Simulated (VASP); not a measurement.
# Rh (I4/mmm) in VASP: further runs

Rh is run at these levels: PBE; tasks: single point.

Program: VASP 6.6.1. These are calculated values, not measurements. Logs are shortened: lines on timing, memory, paths and dates and some standing lists are left out, and cuts for length are marked.

### Step 1. The cell of the first run

The structure is tetragonal, space group I4/mmm (No. 139). Conventional cell: a = 2.622 Å, b = 2.622 Å, c = 3.613 Å, α = 90.00°, β = 90.00°, γ = 90.00°. Within 3.4 Å of Rh (site symmetry 4/mmm) lie 12 Rh at 2.59 to 2.62 Å.

### Step 2. Single point, PBE (strain -0.025 along x and y, -0.050 along z)

The input, INCAR:

```
SYSTEM = Rh
PREC = Accurate
ENCUT = 520
EDIFF = 1E-6
ISMEAR = 0
SIGMA = 0.15
LREAL = .FALSE.
LASPH = .TRUE.
NELM = 100
ALGO = Fast
ISIF = 2
LWAVE = .FALSE.
LCHARG = .FALSE.
GGA = PE
NBANDS = 14
```

The input, KPOINTS:

```
regular mesh
0
G
  22 22 22
  0 0 0
```

The input, POSCAR:

```
Rh
1.0
    0.0000000000      1.8540112500      1.8064725000
    1.8540112500      0.0000000000      1.8064725000
    1.8540112500      1.8540112500      0.0000000000
Rh
1
Direct
    0.0000000000      0.0000000000      0.0000000000
```

Potentials or basis: VASP PAW PBE potentials, release 64 (Rh_pv).

Run with:

```console
> cat potpaw_PBE.64/Rh_pv/POTCAR > POTCAR
> mpirun -np 1 vasp_std > vasp.out
```

OUTCAR:

```text
SYSTEM = Rh
   PREC = Accurate
   ENCUT = 520
   EDIFF = 1E-6
   ISMEAR = 0
   LREAL = .FALSE.
   LASPH = .TRUE.
   NELM = 100
   ISIF = 2
   GGA = PE

 ion  position               nearest neighbor table
   1  0.000  0.000  0.000-

  LATTYP: Found a body centered tetragonal cell.
 ALAT       =     2.6219678545
 C/A-ratio  =     1.3779516762

  Lattice vectors:

 A1 = (   0.0000000000,  -1.8540112500,  -1.8064725000)
 A2 = (   0.0000000000,   1.8540112500,  -1.8064725000)
 A3 = (   1.8540112500,   0.0000000000,   1.8064725000)

Analysis of symmetry for initial positions (statically):
=====================================================================
 Subroutine PRICEL returns:
 Original cell was already a primitive cell.

 Routine SETGRP: Setting up the symmetry group for a
 body centered tetragonal supercell.

 Subroutine GETGRP returns: Found 16 space group operations
 (whereof 16 operations were pure point group operations)
 out of a pool of 16 trial point group operations.

The static configuration has the point symmetry D_4h.

Analysis of symmetry for dynamics (positions and initial velocities):
=====================================================================
 Subroutine PRICEL returns:
 Original cell was already a primitive cell.

 Routine SETGRP: Setting up the symmetry group for a
 body centered tetragonal supercell.

 Subroutine GETGRP returns: Found 16 space group operations
 (whereof 16 operations were pure point group operations)
 out of a pool of 16 trial point group operations.

The dynamic configuration has the point symmetry D_4h.

 Subroutine INISYM returns: Found 16 space group operations
 (whereof 16 operations are pure point group operations),
 and found     1 'primitive' translations

----------------------------------------------------------------------------------------

                                     Primitive cell

  volume of cell :      12.4190

  direct lattice vectors                    reciprocal lattice vectors
     0.000000000  1.854011250  1.806472500    -0.269685526  0.269685526  0.276782514
     1.854011250  0.000000000  1.806472500     0.269685526 -0.269685526  0.276782514
     1.854011250  1.854011250  0.000000000     0.269685526  0.269685526 -0.276782514

  length of vectors
     2.588571152  2.588571152  2.621967855     0.471242110  0.471242110  0.471242110

  position of ions in fractional coordinates (direct lattice)
     0.000000000  0.000000000  0.000000000

  ion indices of the primitive-cell ions
   primitive index   ion index
                 1           1

----------------------------------------------------------------------------------------

 KPOINTS: regular mesh

Automatic generation of k-mesh.
 Grid dimensions read from file:
 generate k-points for:   22   22   22

 Generating k-lattice:

  Cartesian coordinates                     Fractional coordinates (reciprocal lattice)
    -0.012258433  0.012258433  0.012581023     0.045454545 -0.000000000  0.000000000
     0.012258433 -0.012258433  0.012581023    -0.000000000  0.045454545  0.000000000
     0.012258433  0.012258433 -0.012581023     0.000000000  0.000000000  0.045454545

  Length of vectors
     0.021420096  0.021420096  0.021420096

  Shift w.r.t. Gamma in fractional coordinates (k-lattice)
     0.000000000  0.000000000  0.000000000

 Subroutine IBZKPT returns following result:
 ===========================================

 Found    834 irreducible k-points:

 Following reciprocal coordinates:
            Coordinates               Weight
  0.000000  0.000000  0.000000      1.000000
  0.045455  0.000000  0.000000      8.000000
  0.090909  0.000000  0.000000      8.000000
  0.136364  0.000000  0.000000      8.000000
  0.181818  0.000000  0.000000      8.000000
  0.227273  0.000000  0.000000      8.000000
[... 16 lines left out ...]
  0.500000  0.045455  0.000000      8.000000
 -0.454545  0.045455  0.000000      8.000000
 [... further k-points ...]
   k-points           NKPTS =    834   k-points in BZ     NKDIM =    834   number of bands    NBANDS=     14
   number of dos      NEDOS =    301   number of ions     NIONS =      1
   total plane-waves  NPLWV =   8000
   dimension x,y,z NGX =    20 NGY =   20 NGZ =   20
   dimension x,y,z NGXF=    40 NGYF=   40 NGZF=   40
   ions per type =               1
   NGX,Y,Z   is equivalent  to a cutoff of  12.84, 12.84, 12.68 a.u.
   NGXF,Y,Z  is equivalent  to a cutoff of  25.69, 25.69, 25.36 a.u.
 SYSTEM =  Rh
   PREC   = accura    normal or accurate (medium, high low for compatibility)
   ISTART =      0    job   : 0-new  1-cont  2-samecut
   ICHARG =      2    charge: 1-file 2-atom 10-const
   ISPIN  =      1    spin polarized calculation?
   LNONCOLLINEAR =      F non collinear calculations
   LSORBIT =      F    spin-orbit coupling
   LASPH  =      T    aspherical Exc in radial PAW
   ENCUT  =  520.0 eV  38.22 Ry    6.18 a.u.   4.81  4.81  4.88*2*pi/ulx,y,z
   NELM   =    100;   NELMIN=  2; NELMDL= -5     # of ELM steps
   EDIFF  = 0.1E-05   stopping-criterion for ELM
   LREAL  =      F    real-space projection
   EDIFFG = 0.1E-04   stopping-criterion for IOM
   NSW    =      0    number of steps for IOM
   IBRION =     -1    ionic relax: 0-MD 1-quasi-New 2-CG
   NFREE  =      0    steps in history (QN), initial steepest desc. (CG)
   ISIF   =      2    stress and relaxation
   ISYM   =      2    0-nonsym 1-usesym 2-fastsym
   POTIM  = 0.5000    time-step for ionic-motion
   TEBEG  =    0.0;   TEEND  =   0.0 temperature during run
   PSTRESS=    0.0 pullay stress
   NELECT =      15.0000    total number of electrons
   NUPDOWN=      -1.0000    fix difference up-down
   EMIN   =  10.00;   EMAX   =-10.00  energy-range for DOS
   EFERMI =   0.00;   METHOD = LEGACY
   ISMEAR =     0;   SIGMA  =   0.15  broadening in eV -4-tet -1-fermi 0-gaus
   EFERMI_NEDOS =   21; number of points for ismear=-14 and -15
   IALGO  =     68    algorithm
   IMIX   =      4    mixing-type and parameters
     AMIX     =   0.40;   BMIX     =  1.00
     AMIX_MAG =   1.60;   BMIX_MAG =  1.00
  volume/ion in A,a.u.               =      12.42        83.81
  Fermi-wavevector in a.u.,A,eV,Ry     =   1.743452  3.294646 41.356587  3.039623
  Thomas-Fermi vector in A             =   2.815521
   LORBIT       =      0    0 simple, 1 ext, 2 COOP (PROOUT), +10 PAW based schemes
   GGA     = PE    functional components
   LHFCALC =     F    Hartree Fock is set to
   AEXX    =    0.0000 exact exchange contribution
   IVDW    =     0    specifies the selected vdW correction
   LEPSILON=     F    determine dielectric tensor
   LRPA    =     F    only Hartree local field effects (RPA)
 non-spin polarized calculation
 RMM-DIIS sequential band-by-band and
 Gauss-broadening in eV      SIGMA  =   0.15
  energy-cutoff  :      520.00
  volume of cell :       12.42
 maximum number of plane-waves:       346
   NGX =  9   NGY =  9   NGZ =  9

 number of electron      14.9999995 magnetization

 Free energy of the ion-electron system (eV)
  ---------------------------------------------------
  ext. energy  EPLUGINS =         0.00000000
  ---------------------------------------------------
  free energy    TOTEN  =        -7.06380181 eV

  energy without entropy =       -7.05101270  energy(sigma->0) =       -7.05740726

 E-fermi :  13.8689     XC(G=0): -14.6985

 val. band max:       13.8670407545   @ k =  -0.2727   0.3636   0.0909
 cond. band min:      13.8721977648   @ k =   0.3182   0.3182   0.0000
 fundamental gap:      0.0051570103
 Fermi energy:        13.8689157807

 k-point     1 :       0.0000    0.0000    0.0000
  band No.  band energies     occupation
      1     -32.6902      2.00000
      2     -32.6902      2.00000
      3     -32.6730      2.00000
      4       5.1505      2.00000
      5      10.1708      2.00000
      6      10.1708      2.00000
      7      10.4834      2.00000
      8      12.5205      2.00000
      9      12.9086      2.00000
     10      29.7519      0.00000
     11      34.1082      0.00000
     12      35.4826      0.00000
     13      35.4826      0.00000
     14      36.4407      0.00000

 k-point     2 :       0.0455    0.0000    0.0000
  band No.  band energies     occupation
      1     -32.7086      2.00000
      2     -32.6935      2.00000
      3     -32.6792      2.00000
      4       5.2432      2.00000
      5      10.1526      2.00000
      6      10.2090      2.00000
      7      10.4945      2.00000
      8      12.5005      2.00000
      9      12.8817      2.00000
     10      29.8998      0.00000
     11      34.1079      0.00000
     12      35.1531      0.00000
     13      35.6264      0.00000
     14      36.4103      0.00000

 k-point     3 :       0.0909    0.0000    0.0000
  band No.  band energies     occupation
      1     -32.7708      2.00000
      2     -32.7030      2.00000
      3     -32.6881      2.00000
      4       5.5124      2.00000
      5      10.0727      2.00000
      6      10.3128      2.00000
      7      10.5603      2.00000
      8      12.4542      2.00000
      9      12.8131      2.00000
     10      30.3165      0.00000
     11      34.0850      0.00000
     12      34.1628      0.00000
     13      36.0497      0.00000
     14      36.7217      0.00000
[... 324 lines left out ...]
 k-point    23 :       0.5000    0.0455    0.0000
  band No.  band energies     occupation
      1     -33.7128      2.00000
      2     -32.8547      2.00000
      3     -32.8141      2.00000
      4       6.9247      2.00000
      5      10.0701      2.00000
      6      10.2666      2.00000
      7      13.5011      1.99948
      8      14.6510      0.00000
      9      15.4913      0.00000
     10      23.6605      0.00000
     11      29.4441      0.00000
     12      34.1102      0.00000
     13      35.7702      0.00000
     14      36.1500      0.00000

 k-point    24 :      -0.4545    0.0455    0.0000
  band No.  band energies     occupation
      1     -33.7046      2.00000
      2     -32.8497      2.00000
      3     -32.8173      2.00000
      4       6.9359      2.00000
      5      10.0708      2.00000
      6      10.2795      2.00000
      7      13.4940      1.99959
      8      14.5278      0.00000
      9      15.4261      0.00000
     10      23.8158      0.00000
     11      29.4862      0.00000
     12      34.1102      0.00000
     13      36.0190      0.00000
     14      36.0594      0.00000

 [... further k-points ...]

------------------------ aborting loop because EDIFF is reached ----------------------------------------

  FORCE on cell =-STRESS in cart. coord.  units (eV):
  Direction    XX          YY          ZZ          XY          YZ          ZX
  --------------------------------------------------------------------------------------
  -------------------------------------------------------------------------------------
  Total        3.1642636      3.1642636      3.8022334      0.0000000      0.0000000      0.0000000
  in kB      408.2227039    408.2227039    490.5273990      0.0000000      0.0000000      0.0000000
  external PRESSURE =     435.6576023 kB  Pullay stress =       0.0000000 kB

 VOLUME and BASIS-vectors are now :
 -----------------------------------------------------------------------------
  energy-cutoff  :      520.00
  volume of cell :       12.42
      direct lattice vectors                 reciprocal lattice vectors
     0.000000000  1.854011250  1.806472500    -0.269685526  0.269685526  0.276782514
     1.854011250  0.000000000  1.806472500     0.269685526 -0.269685526  0.276782514
     1.854011250  1.854011250  0.000000000     0.269685526  0.269685526 -0.276782514

 POSITION                                       TOTAL-FORCE (eV/Angst)
 -----------------------------------------------------------------------------------
      0.00000      0.00000      0.00000         0.000000      0.000000      0.000000
 -----------------------------------------------------------------------------------
    total drift:                                0.000000      0.000000      0.000000

  FREE ENERGIE OF THE ION-ELECTRON SYSTEM (eV)
  ---------------------------------------------------
  free  energy   TOTEN  =        -7.0638018127 eV

  energy  without entropy=       -7.0510126999  energy(sigma->0) =       -7.05740726
```

It took 1.7 min on 1 thread of Intel Xeon Platinum 8375C at 2.90GHz (Ice Lake), shared host; peak memory 0.24 GiB.

Results:

```
Free energy            : -7.0638 eV
Pressure               : 43.6 GPa
Band gap on the k mesh : zero (an odd number of electrons rules out a gap without spin polarisation)
```

Caveat: the cell differs from its parent crystal (strain -0.025 along x and y, -0.050 along z); the cell stands under pressure.

### Step 3. Single point, PBE (strain -0.050 along x and y, +0.025 along z)

The input, INCAR:

```
PREC = Accurate
ENCUT = 520
EDIFF = 1E-7
ISMEAR = 0
SIGMA = 0.15
LREAL = F
LASPH = T
NELM = 100
ALGO = Fast
ISIF = 2
LWAVE = F
LCHARG = T
GGA = PE
LELF = T
LVHAR = T
NBANDS = 14
```

The input, KPOINTS:

```
Automatic mesh
0
Gamma
  22 22 22
```

The input, POSCAR:

```
Rh
1.0
    0.0000000000      1.8064725000      1.9490887500
    1.8064725000      0.0000000000      1.9490887500
    1.8064725000      1.8064725000      0.0000000000
Rh
1
Direct
    0.0000000000      0.0000000000      0.0000000000
```

Potentials or basis: VASP PAW PBE potentials, release 64 (Rh_pv).

Run with:

```console
> cat potpaw_PBE.64/Rh_pv/POTCAR > POTCAR
> mpirun -np 1 vasp_std > vasp.out
```

Wall time 1.9 min (1 thread of Intel Xeon Platinum 8375C at 2.90GHz (Ice Lake), shared host); peak memory 0.24 GiB.

The run converged. Its results:

| Item | Value |
| --- | --- |
| Free energy | -7.0930 eV |
| Pressure | 34.2 GPa |
| Band gap on the k mesh | zero (an odd number of electrons rules out a gap without spin polarisation) |

Stress tensor (GPa, compression positive):
```
42.35  0.00  0.00
 0.00 42.35  0.00
 0.00  0.00 17.81
```

Levels at points of the mesh, in eV from the Fermi level:
```tsv
k point	band 3	band 4	band 5	band 6	band 7	band 8	band 9	band 10	band 11	band 12
(0.00, 0.00, 0.00)	-46.48	-8.53	-4.06	-3.11	-3.11	-1.72	-0.55	16.02	20.20	20.33
(0.50, 0.00, 0.00)	-46.56	-6.79	-3.99	-3.08	0.46	0.69	0.88	9.54	15.35	20.34
(0.50, 0.50, 0.00)	-46.75	-7.03	-6.64	0.72	1.09	1.09	2.30	11.88	14.77	14.77
(0.50, 0.00, 0.50)	-46.82	-7.10	-6.65	0.55	0.71	1.60	3.99	12.88	13.89	14.07
```

Caveat: the cell differs from its parent crystal (strain -0.050 along x and y, +0.025 along z); the cell stands under pressure.

### Step 4. Single point, PBE (strain -0.025 along x and y, +0.000 along z)

The input, INCAR:

```
SYSTEM = Rh
PREC = Accurate
ENCUT = 520
EDIFF = 1E-6
ISMEAR = 0
SIGMA = 0.15
LREAL = .FALSE.
LASPH = .TRUE.
NELM = 60
ALGO = Fast
ISIF = 2
LWAVE = .FALSE.
LCHARG = .TRUE.
GGA = PE
LELF = .TRUE.
LVHAR = .TRUE.
NBANDS = 14
```

The input, KPOINTS:

```
Automatic mesh
0
G
  22 22 22
  0 0 0
```

The input, POSCAR:

```
Rh
1.0
    0.0000000000      1.8540112500      1.9015500000
    1.8540112500      0.0000000000      1.9015500000
    1.8540112500      1.8540112500      0.0000000000
Rh
1
Direct
    0.0000000000      0.0000000000      0.0000000000
```

Run with:

```console
> cat potpaw_PBE.64/Rh_pv/POTCAR > POTCAR
> mpirun -np 1 vasp_std > vasp.out
```

Run time: 1.8 min. Hardware: 1 thread of Intel Xeon Platinum 8375C at 2.90GHz (Ice Lake), shared host; peak memory 0.24 GiB.

Results (log left out):

```
Free energy            : -7.1972 eV
Pressure               : 22.4 GPa
Band gap on the k mesh : zero (an odd number of electrons rules out a gap without spin polarisation)
```

Stress tensor (GPa, compression positive):
```
24.83  0.00  0.00
 0.00 24.83  0.00
 0.00  0.00 17.51
```

Levels at points of the mesh, in eV from the Fermi level:
```tsv
k point	band 5	band 6	band 7	band 8	band 9	band 10
(0.00, 0.00, 0.00)	-3.52	-3.22	-3.22	-1.25	-0.89	15.96
(0.50, 0.00, 0.00)	-3.56	-3.26	0.56	0.69	0.70	9.19
(0.50, 0.50, 0.00)	-6.40	0.62	1.07	1.07	2.97	12.46
(0.50, 0.00, 0.50)	-6.41	0.58	0.96	1.23	3.53	13.19
```

Caveat: the cell differs from its parent crystal (strain -0.025 along x and y, +0.000 along z); the cell stands under pressure.

### Step 5. The runs side by side

| cell | further INCAR settings | gap on the mesh (eV) | pressure (GPa) |
| --- | --- | --- | --- |
| a = 2.589, b = 2.589, c = 2.622 Å, angles 59.6, 59.6, 60.9°, 1 atom | ALGO = Fast; EDIFF = 1e-06; NBANDS = 14 | none | 43.6 |
| a = 2.657, b = 2.657, c = 2.555 Å, angles 61.3, 61.3, 57.5°, 1 atom | ALGO = Fast; EDIFF = 1e-07; NBANDS = 14 | none | 34.2 |
| a = 2.656, b = 2.656, c = 2.622 Å, angles 60.4, 60.4, 59.2°, 1 atom | ALGO = Fast; EDIFF = 1e-06; NBANDS = 14 | none | 22.4 |

Alike in all rows: task single point; level PBE; potentials or basis VASP PAW PBE potentials, release 64 (Rh_pv); no spin polarisation; k mesh 22 × 22 × 22; cutoff (eV) 520; smearing gaussian 0.15 eV.

Caveats: the cell stands under pressure.

Total energies depend on the potentials used, so only differences within one code and one set of settings carry meaning.
